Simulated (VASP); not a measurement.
# SiO2 (P4_2/mnm) in VASP: single point with r2SCAN

Aim: the single point of SiO2 with r2SCAN.

Everything below comes from runs of VASP 6.6.1. Logs are shortened: lines on timing, memory, paths and dates and some standing lists are left out, and cuts for length are marked.

### Step 1. The cell of the first run

Symmetry: P4_2/mnm, No. 136, tetragonal system. Conventional cell: a = 4.194 Å, b = 4.194 Å, c = 2.679 Å, α = 90.00°, β = 90.00°, γ = 90.00°. Within 2.3 Å of Si (site symmetry mmm) lie 6 O at 1.77 to 1.82 Å. Within 2.3 Å of O (site symmetry m2m) lie 3 Si at 1.77 to 1.82 Å.

### Step 2. Single point, r2SCAN

POSCAR

```
SiO2
1.0
    8.3886930000      0.0000000000      0.0000000000
    0.0000000000      8.3886930000      0.0000000000
    0.0000000000      0.0000000000      8.0356430000
Si O
24 48
Direct
    0.0000000000      0.0000000000      0.0000000000
    0.0000000000      0.0000000000      0.3333330000
    0.0000000000      0.0000000000      0.6666670000
    0.0000000000      0.5000000000      0.0000000000
    0.0000000000      0.5000000000      0.3333330000
    0.0000000000      0.5000000000      0.6666670000
    0.5000000000      0.0000000000      0.0000000000
    0.5000000000      0.0000000000      0.3333330000
    0.5000000000      0.0000000000      0.6666670000
    0.5000000000      0.5000000000      0.0000000000
    0.5000000000      0.5000000000      0.3333330000
    0.5000000000      0.5000000000      0.6666670000
    0.2500000000      0.2500000000      0.1666670000
    0.2500000000      0.2500000000      0.5000000000
    0.2500000000      0.2500000000      0.8333330000
    0.2500000000      0.7500000000      0.1666670000
    0.2500000000      0.7500000000      0.5000000000
    0.2500000000      0.7500000000      0.8333330000
    0.7500000000      0.2500000000      0.1666670000
    0.7500000000      0.2500000000      0.5000000000
    0.7500000000      0.2500000000      0.8333330000
    0.7500000000      0.7500000000      0.1666670000
    0.7500000000      0.7500000000      0.5000000000
    0.7500000000      0.7500000000      0.8333330000
    0.1530190000      0.1530190000      0.0000000000
    0.1530190000      0.1530190000      0.3333330000
    0.1530190000      0.1530190000      0.6666670000
    0.1530190000      0.6530190000      0.0000000000
    0.1530190000      0.6530190000      0.3333330000
    0.1530190000      0.6530190000      0.6666670000
    0.6530190000      0.1530190000      0.0000000000
    0.6530190000      0.1530190000      0.3333330000
    0.6530190000      0.1530190000      0.6666670000
    0.6530190000      0.6530190000      0.0000000000
    0.6530190000      0.6530190000      0.3333330000
    0.6530190000      0.6530190000      0.6666670000
    0.3469810000      0.3469810000      0.0000000000
    0.3469810000      0.3469810000      0.3333330000
    0.3469810000      0.3469810000      0.6666670000
    0.3469810000      0.8469810000      0.0000000000
    0.3469810000      0.8469810000      0.3333330000
    0.3469810000      0.8469810000      0.6666670000
    0.8469810000      0.3469810000      0.0000000000
    0.8469810000      0.3469810000      0.3333330000
    0.8469810000      0.3469810000      0.6666670000
    0.8469810000      0.8469810000      0.0000000000
    0.8469810000      0.8469810000      0.3333330000
    0.8469810000      0.8469810000      0.6666670000
    0.0969810000      0.4030190000      0.1666670000
    0.0969810000      0.4030190000      0.5000000000
    0.0969810000      0.4030190000      0.8333330000
    0.0969810000      0.9030190000      0.1666670000
    0.0969810000      0.9030190000      0.5000000000
    0.0969810000      0.9030190000      0.8333330000
    0.5969810000      0.4030190000      0.1666670000
    0.5969810000      0.4030190000      0.5000000000
    0.5969810000      0.4030190000      0.8333330000
    0.5969810000      0.9030190000      0.1666670000
    0.5969810000      0.9030190000      0.5000000000
    0.5969810000      0.9030190000      0.8333330000
    0.4030190000      0.0969810000      0.1666670000
    0.4030190000      0.0969810000      0.5000000000
    0.4030190000      0.0969810000      0.8333330000
    0.4030190000      0.5969810000      0.1666670000
    0.4030190000      0.5969810000      0.5000000000
    0.4030190000      0.5969810000      0.8333330000
    0.9030190000      0.0969810000      0.1666670000
    0.9030190000      0.0969810000      0.5000000000
    0.9030190000      0.0969810000      0.8333330000
    0.9030190000      0.5969810000      0.1666670000
    0.9030190000      0.5969810000      0.5000000000
    0.9030190000      0.5969810000      0.8333330000
```

INCAR.step1

```
PREC = Accurate
ENCUT = 520
ISMEAR = -1
SIGMA = 0.05
LREAL = Auto
LASPH = T
NELM = 100
NBANDS = 234
ISYM = 0
GGA = PE
ALGO = Normal
EDIFF = 1E-4
LWAVE = T
LCHARG = F
LUSENCCL = F
```

INCAR.step2

```
PREC = Accurate
ENCUT = 520
EDIFF = 1E-6
ISMEAR = -1
SIGMA = 0.05
LREAL = Auto
LASPH = T
NELM = 100
ALGO = Normal
ISIF = 2
LWAVE = F
LCHARG = F
METAGGA = R2SCAN
LMIXTAU = T
NBANDS = 234
ISYM = 0
ISTART = 1
LUSENCCL = F
```

KPOINTS

```
Automatic mesh
0
Gamma
  1 1 1
  0.25 0.25 0.25
```

Potentials or basis: VASP PAW PBE potentials, release 64 (Si, O).

Run with:

```sh
$ cat potpaw_PBE.64/Si/POTCAR potpaw_PBE.64/O/POTCAR > POTCAR
$ cp INCAR.step1 INCAR
$ mpirun -np 1 vasp_std > vasp.out
$ cp INCAR.step2 INCAR
$ mpirun -np 1 vasp_std > vasp.out
```

OUTCAR:

```text
PREC = Accurate
   ENCUT = 520
   EDIFF = 1E-6
   ISMEAR = -1
   LREAL = Auto
   LASPH = T
   NELM = 100
   ISIF = 2
   METAGGA = R2SCAN
   ISYM = 0
   ISTART = 1

 ion  position               nearest neighbor table
   1  0.000  0.000  0.000-  52 1.77  54 1.77  67 1.77  69 1.77  25 1.82  46 1.82   2 2.68   3 2.68

   2  0.000  0.000  0.333-  52 1.77  67 1.77  53 1.77  68 1.77  26 1.82  47 1.82   1 2.68   3 2.68

   3  0.000  0.000  0.667-  54 1.77  69 1.77  68 1.77  53 1.77  27 1.82  48 1.82   1 2.68   2 2.68

   4  0.000  0.500  0.000-  49 1.77  51 1.77  70 1.77  72 1.77  28 1.82  43 1.82   5 2.68   6 2.68

   5  0.000  0.500  0.333-  49 1.77  70 1.77  50 1.77  71 1.77  29 1.82  44 1.82   4 2.68   6 2.68

   6  0.000  0.500  0.667-  51 1.77  72 1.77  71 1.77  50 1.77  30 1.82  45 1.82   4 2.68   5 2.68

   7  0.500  0.000  0.000-  58 1.77  60 1.77  61 1.77  63 1.77  31 1.82  40 1.82   8 2.68   9 2.68

   8  0.500  0.000  0.333-  58 1.77  61 1.77  59 1.77  62 1.77  32 1.82  41 1.82   7 2.68   9 2.68

   9  0.500  0.000  0.667-  60 1.77  63 1.77  62 1.77  59 1.77  33 1.82  42 1.82   7 2.68   8 2.68

  10  0.500  0.500  0.000-  55 1.77  57 1.77  64 1.77  66 1.77  34 1.82  37 1.82  11 2.68  12 2.68
[... 75 lines left out ...]
  71  0.903  0.597  0.500-   5 1.77   6 1.77  23 1.82
  72  0.903  0.597  0.833-   6 1.77   4 1.77  24 1.82

IMPORTANT INFORMATION: All symmetrisations will be switched off!
NOSYMM: (Re-)initialisation of all symmetry stuff for point group C_1.

----------------------------------------------------------------------------------------

                                     Primitive cell

  volume of cell :     565.4696

  direct lattice vectors                    reciprocal lattice vectors
     8.388693000  0.000000000  0.000000000     0.119208082  0.000000000  0.000000000
     0.000000000  8.388693000  0.000000000     0.000000000  0.119208082  0.000000000
     0.000000000  0.000000000  8.035643000     0.000000000  0.000000000  0.124445548

  length of vectors
     8.388693000  8.388693000  8.035643000     0.119208082  0.119208082  0.124445548

  position of ions in fractional coordinates (direct lattice)
     0.000000000  0.000000000  0.000000000
     0.000000000  0.000000000  0.333333000
     0.000000000  0.000000000  0.666667000
     0.000000000  0.500000000  0.000000000
     0.000000000  0.500000000  0.333333000
     0.000000000  0.500000000  0.666667000
[... 64 lines left out ...]
     0.903019000  0.596981000  0.500000000
     0.903019000  0.596981000  0.833333000

  ion indices of the primitive-cell ions
   primitive index   ion index
                 1           1
                 2           2
                 3           3
                 4           4
                 5           5
                 6           6
[... 64 lines left out ...]
                71          71
                72          72

----------------------------------------------------------------------------------------

 KPOINTS: Automatic mesh

Automatic generation of k-mesh.
 Grid dimensions read from file:
 generate k-points for:    1    1    1

 Generating k-lattice:

  Cartesian coordinates                     Fractional coordinates (reciprocal lattice)
     0.119208082  0.000000000  0.000000000     1.000000000  0.000000000  0.000000000
     0.000000000  0.119208082  0.000000000     0.000000000  1.000000000  0.000000000
     0.000000000  0.000000000  0.124445548     0.000000000  0.000000000  1.000000000

  Length of vectors
     0.119208082  0.119208082  0.124445548

  Shift w.r.t. Gamma in fractional coordinates (k-lattice)
     0.250000000  0.250000000  0.250000000

 Subroutine IBZKPT returns following result:
 ===========================================

 Found      4 irreducible k-points:

 Following reciprocal coordinates:
            Coordinates               Weight
  0.250000  0.250000  0.250000      2.000000
 -0.250000  0.250000  0.250000      2.000000
 -0.250000 -0.250000  0.250000      2.000000
  0.250000 -0.250000  0.250000      2.000000
   k-points           NKPTS =      4   k-points in BZ     NKDIM =      4   number of bands    NBANDS=    234
   number of dos      NEDOS =    301   number of ions     NIONS =     72
   total plane-waves  NPLWV = 245760
   dimension x,y,z NGX =    64 NGY =   64 NGZ =   60
   dimension x,y,z NGXF=   128 NGYF=  128 NGZF=  120
   ions per type =              24  48
   NGX,Y,Z   is equivalent  to a cutoff of  12.68, 12.68, 12.41 a.u.
   NGXF,Y,Z  is equivalent  to a cutoff of  25.37, 25.37, 24.83 a.u.
 SYSTEM =  unknown system
   PREC   = accura    normal or accurate (medium, high low for compatibility)
   ISTART =      1    job   : 0-new  1-cont  2-samecut
   ICHARG =      0    charge: 1-file 2-atom 10-const
   ISPIN  =      1    spin polarized calculation?
   LNONCOLLINEAR =      F non collinear calculations
   LSORBIT =      F    spin-orbit coupling
   LASPH  =      T    aspherical Exc in radial PAW
   ENCUT  =  520.0 eV  38.22 Ry    6.18 a.u.  15.60 15.60 14.94*2*pi/ulx,y,z
   NELM   =    100;   NELMIN=  2; NELMDL=  0     # of ELM steps
   EDIFF  = 0.1E-05   stopping-criterion for ELM
   LREAL  =      T    real-space projection
   EDIFFG = 0.1E-04   stopping-criterion for IOM
   NSW    =      0    number of steps for IOM
   IBRION =     -1    ionic relax: 0-MD 1-quasi-New 2-CG
   NFREE  =      0    steps in history (QN), initial steepest desc. (CG)
   ISIF   =      2    stress and relaxation
   ISYM   =      0    0-nonsym 1-usesym 2-fastsym
   POTIM  = 0.5000    time-step for ionic-motion
   TEBEG  =    0.0;   TEEND  =   0.0 temperature during run
   PSTRESS=    0.0 pullay stress
   NELECT =     384.0000    total number of electrons
   NUPDOWN=      -1.0000    fix difference up-down
   EMIN   =  10.00;   EMAX   =-10.00  energy-range for DOS
   EFERMI =   0.00;   METHOD = LEGACY
   ISMEAR =    -1;   SIGMA  =   0.05  broadening in eV -4-tet -1-fermi 0-gaus
   EFERMI_NEDOS =   21; number of points for ismear=-14 and -15
   IALGO  =     38    algorithm
   IMIX   =      4    mixing-type and parameters
     AMIX     =   0.40;   BMIX     =  1.00
     AMIX_MAG =   1.60;   BMIX_MAG =  1.00
  volume/ion in A,a.u.               =       7.85        53.00
  Fermi-wavevector in a.u.,A,eV,Ry     =   1.438960  2.719241 28.172317  2.070607
  Thomas-Fermi vector in A             =   2.557869
   LORBIT       =      0    0 simple, 1 ext, 2 COOP (PROOUT), +10 PAW based schemes
   METAGGA = R2SCAN    functional components
   LHFCALC =     F    Hartree Fock is set to
   AEXX    =    0.0000 exact exchange contribution
   IVDW    =     0    specifies the selected vdW correction
   LEPSILON=     F    determine dielectric tensor
   LRPA    =     F    only Hartree local field effects (RPA)
 non-spin polarized calculation
  energy-cutoff  :      520.00
  volume of cell :      565.47
 maximum number of plane-waves:     15222
 NGX is ok and might be reduce to    64
   NGX = 31   NGY = 31   NGZ = 29

 number of electron     383.9999727 magnetization

 Free energy of the ion-electron system (eV)
  ---------------------------------------------------
  ext. energy  EPLUGINS =         0.00000000
  ---------------------------------------------------
  free energy    TOTEN  =      -705.45423988 eV

  energy without entropy =     -705.45423988  energy(sigma->0) =     -705.45423988

 E-fermi :   8.6185     XC(G=0): -12.8243

 val. band max:        7.4041555641   @ k =   0.2500  -0.2500   0.2500
 cond. band min:      14.8136322314   @ k =   0.2500  -0.2500   0.2500
 fundamental gap:      7.4094766674
 Fermi energy:         8.6184503771

 k-point     1 :       0.2500    0.2500    0.2500
  band No.  band energies     occupation
      1     -15.5113      2.00000
      2     -14.8969      2.00000
      3     -14.8969      2.00000
      4     -14.8230      2.00000
      5     -14.3968      2.00000
      6     -14.2701      2.00000
[... 196 lines left out ...]
    203      16.6734      0.00000
    204      16.6734      0.00000

 k-point     2 :      -0.2500    0.2500    0.2500
  band No.  band energies     occupation
      1     -15.5113      2.00000
      2     -14.8969      2.00000
      3     -14.8969      2.00000
      4     -14.8230      2.00000
      5     -14.3968      2.00000
      6     -14.2701      2.00000
[... 196 lines left out ...]
    203      16.6734      0.00000
    204      16.6734      0.00000

 k-point     3 :      -0.2500   -0.2500    0.2500
  band No.  band energies     occupation
      1     -15.5113      2.00000
      2     -14.8969      2.00000
      3     -14.8969      2.00000
      4     -14.8230      2.00000
      5     -14.3968      2.00000
      6     -14.2701      2.00000
[... 196 lines left out ...]
    203      16.6734      0.00000
    204      16.6734      0.00000

 k-point     4 :       0.2500   -0.2500    0.2500
  band No.  band energies     occupation
      1     -15.5113      2.00000
      2     -14.8969      2.00000
      3     -14.8969      2.00000
      4     -14.8230      2.00000
      5     -14.3968      2.00000
      6     -14.2701      2.00000
[... 196 lines left out ...]
    203      16.6734      0.00000
    204      16.6734      0.00000
 [bands above 204 left out]

------------------------ aborting loop because EDIFF is reached ----------------------------------------

  FORCE on cell =-STRESS in cart. coord.  units (eV):
  Direction    XX          YY          ZZ          XY          YZ          ZX
  --------------------------------------------------------------------------------------
  -------------------------------------------------------------------------------------
  Total       -8.0699320     -8.0699292     -9.2466448     -0.0001249     -0.0000000     -0.0000001
  in kB      -22.8650009    -22.8649928    -26.1990488     -0.0003538     -0.0000001     -0.0000004
  external PRESSURE =     -23.9763475 kB  Pullay stress =       0.0000000 kB

 VOLUME and BASIS-vectors are now :
 -----------------------------------------------------------------------------
  energy-cutoff  :      520.00
  volume of cell :      565.47
      direct lattice vectors                 reciprocal lattice vectors
     8.388693000  0.000000000  0.000000000     0.119208082  0.000000000  0.000000000
     0.000000000  8.388693000  0.000000000     0.000000000  0.119208082  0.000000000
     0.000000000  0.000000000  8.035643000     0.000000000  0.000000000  0.124445548

 POSITION                                       TOTAL-FORCE (eV/Angst)
 -----------------------------------------------------------------------------------
      0.00000      0.00000      0.00000         0.000000      0.000003     -0.000000
      0.00000      0.00000      2.67854         0.000000      0.000003      0.000126
      0.00000      0.00000      5.35710         0.000000      0.000002     -0.000125
      0.00000      4.19435      0.00000         0.000001      0.000001     -0.000000
      0.00000      4.19435      2.67854        -0.000000      0.000002      0.000125
      0.00000      4.19435      5.35710         0.000000      0.000001     -0.000125
[... 64 lines left out ...]
      7.57515      5.00789      4.01782         0.026425     -0.026428     -0.000001
      7.57515      5.00789      6.69637         0.026421     -0.026420      0.000093
 -----------------------------------------------------------------------------------
    total drift:                                0.000004     -0.000005     -0.000001

  FREE ENERGIE OF THE ION-ELECTRON SYSTEM (eV)
  ---------------------------------------------------
  free  energy   TOTEN  =      -705.4542398835 eV

  energy  without entropy=     -705.4542398834  energy(sigma->0) =     -705.45423988
```

It took 4.7 min on 1 × NVIDIA H100 80GB with 1 thread of AMD EPYC 7R13 (Zen 3), shared host; peak memory 1.7 GiB.

What came out:

```
Free energy            : -705.4542 eV
Pressure               : -2.4 GPa
Largest force          : 0.037 eV/Å
Band gap on the k mesh : 7.41 eV
```

Forces on the atoms (eV/Å):
```
Si   0.000  0.000  0.000
Si   0.000  0.000  0.000
Si   0.000  0.000  0.000
Si   0.000  0.000  0.000
Si   0.000  0.000  0.000
Si   0.000  0.000  0.000
Si   0.000  0.000  0.000
Si   0.000  0.000  0.000
Si   0.000  0.000  0.000
Si   0.000  0.000  0.000
Si   0.000  0.000  0.000
Si   0.000  0.000  0.000
Si   0.000  0.000  0.000
Si   0.000  0.000  0.000
Si   0.000  0.000  0.000
Si   0.000  0.000  0.000
Si   0.000  0.000  0.000
Si   0.000  0.000  0.000
Si   0.000  0.000  0.000
Si   0.000  0.000  0.000
Si   0.000  0.000  0.000
Si   0.000  0.000  0.000
Si   0.000  0.000  0.000
Si   0.000  0.000  0.000
O    0.026  0.026  0.000
O    0.026  0.026  0.000
O    0.026  0.026  0.000
O    0.026  0.026  0.000
O    0.026  0.026  0.000
O    0.026  0.026  0.000
O    0.026  0.026  0.000
O    0.026  0.026  0.000
O    0.026  0.026  0.000
O    0.026  0.026  0.000
O    0.026  0.026  0.000
O    0.026  0.026  0.000
O   -0.026 -0.026  0.000
O   -0.026 -0.026  0.000
O   -0.026 -0.026  0.000
O   -0.026 -0.026  0.000
O   -0.026 -0.026  0.000
O   -0.026 -0.026  0.000
O   -0.026 -0.026  0.000
O   -0.026 -0.026  0.000
O   -0.026 -0.026  0.000
O   -0.026 -0.026  0.000
O   -0.026 -0.026  0.000
O   -0.026 -0.026  0.000
O   -0.026  0.026  0.000
O   -0.026  0.026  0.000
O   -0.026  0.026  0.000
O   -0.026  0.026  0.000
O   -0.026  0.026  0.000
O   -0.026  0.026  0.000
O   -0.026  0.026  0.000
O   -0.026  0.026  0.000
O   -0.026  0.026  0.000
O   -0.026  0.026  0.000
O   -0.026  0.026  0.000
O   -0.026  0.026  0.000
O    0.026 -0.026  0.000
O    0.026 -0.026  0.000
O    0.026 -0.026  0.000
O    0.026 -0.026  0.000
O    0.026 -0.026  0.000
O    0.026 -0.026  0.000
O    0.026 -0.026  0.000
O    0.026 -0.026  0.000
O    0.026 -0.026  0.000
O    0.026 -0.026  0.000
O    0.026 -0.026  0.000
O    0.026 -0.026  0.000
```

Caveat: the k points lie up to 0.78 Å⁻¹ apart; the PAW data sets were made with another functional, which shifts forces and pressure a little. r2SCAN opens gaps a little over a GGA but as a rule still falls short of measured ones.
